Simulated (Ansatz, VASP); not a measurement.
**As in VASP and in Ansatz**

The input INCAR:

```
ALGO = Normal
EDIFF = 1E-6
ENCUT = 520
GGA = CA
ISIF = 2
ISMEAR = -1
LASPH = T
LCHARG = T
LELF = T
LREAL = F
LVHAR = T
LWAVE = F
NBANDS = 12
NELM = 80
PREC = Accurate
SIGMA = 0.05
```

Contents of KPOINTS:

```
k-points
0
Gamma
  4 4 5
```

Contents of POSCAR:

```
As
1.0
    4.5664000000      0.0000000000      0.0000000000
   -2.2832000000      3.9546200000      0.0000000000
    0.0000000000      0.0000000000      2.8337400000
As
2
Direct
    0.3333300000      0.6666700000      0.0000000000
    0.6666700000      0.3333300000      0.0000000000
```

input.yaml

```yaml
crystal:
  lattice:
    - [4.5664, 0.0, 0.0]
    - [-2.2832, 3.95462, 0.0]
    - [0.0, 0.0, 2.83374]
  atoms:
    - { symbol: As, position: [0.33333, 0.66667, 0.0] }
    - { symbol: As, position: [0.66667, 0.33333, 0.0] }
hamiltonian:
  xc: lda
  pseudopotentials: { kind: paw }
kpoints:
  mp_grid: { grid: [4, 4, 5] }
scf:
  occupations: { method: fermi_dirac, width: 0.05 }
  n_extra_bands: 6
output:
  forces: true
  stress: true
  eigenvalues: true
  dos: { projected: true, de: 0.05, nscf_kmesh: { grid: [6, 6, 8] } }
```

Alike in both runs: functional LDA; k mesh 4 × 4 × 5; occupations fermi-dirac, width 0.05 eV; no spin polarisation.

```csv
,VASP,Ansatz
version,VASP 6.6.1,Ansatz 0.2.0
potentials or method,"VASP PAW LDA potentials, release 64 (As)",Ansatz PAW
plane-wave cutoff (eV),520,420
valence electrons in the cell,10,30
task,single point,projected density of states
```

```csv
,VASP,Ansatz,Ansatz less VASP
gap on the k mesh at the Fermi level (eV),none,none,-
pressure (GPa),-4.3,-4.5,-0.18
"traceless stress, the component that is largest in VASP (GPa)",4.72,4.83,+0.116
```

LDA's correlation is that of Perdew and Zunger in VASP and of Perdew and Wang (1992) in Ansatz. A gap of «none» marks a metal or a gap that the smearing closes. VASP's potentials hold 10 valence electrons a cell and Ansatz's 30, so a difference there can come from the potentials and not from the codes.

The k mesh is coarse, so the values compare programs but aren't converged.
